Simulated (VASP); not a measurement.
Set up this calculation in VASP 6.6.1, as the native input.

```
Task                   : relaxation of cell and atoms
Functional             : BLYP
Dispersion             : D4
Potentials or basis    : VASP PAW PBE potentials, release 64 (Ag)
Cutoff                 : 600 eV
k mesh                 : 11 × 11 × 11
Occupations            : fermi-dirac, width 0.05 eV
Spin                   : no spin polarisation
Dipole correction      : no
Further INCAR settings : ALGO = Normal; EDIFF = 1e-06; IBRION = 2; EDIFFG = -0.01; NSW = 60; ISIF = 3
```

The structure of Ag lies in POSCAR:

```
Ag
1.0
    0.0000000000      2.0427500000      2.0427500000
    2.0427500000      0.0000000000      2.0427500000
    2.0427500000      2.0427500000      0.0000000000
Ag
1
Direct
    0.0000000000      0.0000000000      0.0000000000
```

The input as run:

INCAR

```
PREC     = Accurate       # precision mode
ENCUT    = 600            # plane-wave cutoff, eV
EDIFF    = 1E-6           # SCF threshold, eV
ISMEAR   = -1             # smearing method
SIGMA    = 0.05           # smearing width, eV
LREAL    = F              # projectors in reciprocal space
LASPH    = T              # aspherical terms in the spheres
NELM     = 60             # most SCF steps
ALGO     = Normal         # electronic algorithm
ISIF     = 3              # what is computed and relaxed
LWAVE    = F              # write WAVECAR
LCHARG   = F              # write CHGCAR
GGA      = B5             # functional
ALDAX    = 1.0          
AGGAX    = 1.0          
AGGAC    = 1.0          
ALDAC    = 0.0          
IVDW     = 13             # dispersion correction
VDW_S6   = 1.0          
VDW_S8   = 2.34076671   
VDW_A1   = 0.44488865   
VDW_A2   = 4.0933009    
IBRION   = 2              # ionic algorithm
NSW      = 60             # ionic steps
EDIFFG   = -0.01          # ionic threshold
```

KPOINTS

```
Automatic mesh
0
Gamma
  11 11 11
```

Potentials or basis: VASP PAW PBE potentials, release 64 (Ag).

Command:

```bash
$ cat potpaw_PBE.64/Ag/POTCAR > POTCAR
$ mpirun -np 1 vasp_std > vasp.out
```

It gave:

| Quantity | Value |
| --- | --- |
| Relaxed volume | 17.38 Å³/atom |
| Relaxed cell | a = 2.908 Å, b = 2.908 Å, c = 2.908 Å, α = 60.00°, β = 60.00°, γ = 60.00° |
| Space group after relaxing (to 0.05 Å) | Fm-3m (No. 225) |
| Energy gained by relaxing | 2.2 meV/atom |
| Ionic steps | 4 |
| Pressure after relaxing | 0.1 GPa |
| Dispersion energy per atom | -1.073 eV |

Caveat: the PAW data sets were made with another functional, which shifts forces and pressure a little; pairwise dispersion overbinds metals, which lowers pressure and volume.

Run time: 58 s on 1 thread of Intel Xeon 8259CL (shared host), peak memory 0.16 GiB.
